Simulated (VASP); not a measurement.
A run of VASP 6.6.1 is set up as follows.

File INCAR:

```
SYSTEM = Zr
PREC = Accurate
ENCUT = 520
EDIFF = 1E-6
ISMEAR = 0
SIGMA = 0.1
LREAL = .FALSE.
LASPH = .TRUE.
NELM = 100
ALGO = Normal
ISIF = 2
LWAVE = .FALSE.
LCHARG = .FALSE.
GGA = PE
NBANDS = 12
```

KPOINTS

```
Automatic mesh
0
G
  16 16 16
  0 0 0
```

File POSCAR:

```
Zr
1.0
   -1.7872809735      1.7872809735      1.7872809735
    1.7872809735     -1.7872809735      1.7872809735
    1.7872809735      1.7872809735     -1.7872809735
Zr
1
Direct
    0.0000000000      0.0000000000      0.0000000000
```

Potentials or basis: VASP PAW PBE potentials, release 64 (Zr_sv).

Run with:

```console
$ cat potpaw_PBE.64/Zr_sv/POTCAR > POTCAR
$ mpirun -np 1 vasp_std > vasp.out
```

Q: Estimate the pressure.

A: 0.0 GPa.

Q: What does it give for the band gap on the k mesh?

A: Zero (band 6 reaches 10.06 eV, above the bottom of band 7 at 8.18 eV).
